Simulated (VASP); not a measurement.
SiBi2Te5:

```
Si Bi Te
1.0
     2.95875    1.70824    9.31308
    -2.95875    1.70824    9.31308
     0.00000   -3.41647    9.31308
Si Bi Te
1 2 5
Cartesian
  0.0000 0.0000 0.0000
  0.0000 0.0000 2.4664
  0.0000 0.0000 25.4728
  0.0000 0.0000 13.9696
  0.0000 0.0000 10.1887
  0.0000 0.0000 17.7505
  0.0000 0.0000 6.0569
  0.0000 0.0000 21.8823
```

The cell was generated, and may not be a known phase.

```yaml
Program: VASP 6.6.1
Task: relaxation of cell and atoms
Functional: PBE
Potentials_or_basis: VASP PAW PBE potentials, release 64 (Si, Bi_d, Te)
Cutoff: 600 eV
k_mesh: 3 × 3 × 3
Occupations: gaussian, width 0.2 eV
Spin: no spin polarisation
```

At the start: pressure -3.8 GPa; volume 35.30 Å³/atom.

Question: Where does the relaxation end?

Answer: Over 14 steps the energy falls by 335.5 meV/atom and the volume is 30.49 Å³/atom (-13.6 %); space group R-3m (No. 166, to 0.1 Å) before and after.

The path:
```tsv
step	energy change (eV)	largest force (eV/Å)	pressure (GPa)	volume (Å³)
1	0.0000	2.3643	-3.80	282.42
2	-2.2440	0.7005	-1.92	248.44
3	-2.5022	0.3980	0.31	237.14
4	-2.5066	0.3931	0.82	235.17
5	-2.5062	0.3957	0.57	236.10
6	-2.5368	0.3494	-0.24	240.29
7	-2.5401	0.3290	-0.60	242.30
8	-2.5634	0.2970	-0.06	240.33
9	-2.5686	0.2733	0.35	238.98
10	-2.5874	0.2616	0.32	239.14
11	-2.6362	0.2099	0.27	239.61
12	-2.6787	0.1150	0.34	240.56
13	-2.6790	0.0917	0.33	240.47
14	-2.6836	0.0781	-0.29	243.91
```

Final structure:
```
Si Bi Te
1.0
     2.63892    1.52358   10.11106
    -2.63892    1.52358   10.11106
     0.00000   -3.04716   10.11106
Si Bi Te
1 2 5
Cartesian
  0.0000 0.0000 0.0000
  0.0000 0.0000 2.7737
  0.0000 0.0000 27.5594
  0.0000 0.0000 15.1666
  0.0000 0.0000 10.7046
  0.0000 0.0000 19.6286
  0.0000 0.0000 6.6091
  0.0000 0.0000 23.7241
```

Caveat: the k points lie up to 0.46 Å⁻¹ apart in the final cell, too coarse for converged energies and pressures of a metal; the relaxation stopped at a loose force limit of 0.08 eV/Å, so its end isn't a converged minimum.
